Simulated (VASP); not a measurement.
AlNi3:

```
CELL_PARAMETERS angstrom
0.00000 2.80189 2.80189
2.80189 0.00000 2.80189
2.80189 2.80189 0.00000
ATOMIC_POSITIONS crystal
Al 0.50000 0.50000 0.50000
Ni 0.25000 0.25000 0.25000
Ni 0.00000 0.00000 0.00000
Ni 0.75000 0.75000 0.75000
```

Base run:

```yaml
Program: VASP 6.6.1
Functional: PBEsol
Potentials_or_basis: VASP PAW PBE potentials, release 64 (Al, Ni)
Cutoff: 520 eV
k_mesh: 12 × 12 × 12, shifted
Occupations: gaussian, width 0.1 eV
Spin: no spin polarisation
```

Its results: band gap on the k mesh zero (an odd number of electrons rules out a gap without spin polarisation); pressure -0.7 GPa.

**Question.** The run is repeated on the same cell with these changes: k mesh from 12 × 12 × 12, shifted to 1 × 1 × 1, through Γ; further incar settings from ALGO = Fast; EDIFF = 1e-06; NBANDS = 24; ISYM = 0 to ALGO = Fast; EDIFF = 1e-06; NBANDS = 24. What comes out?

**Answer.** Band gap on the k mesh zero (an odd number of electrons rules out a gap without spin polarisation); pressure 3.6 GPa.

Caveats: some runs use coarse meshes; the PAW data sets were made with another functional, which shifts forces and pressure a little.
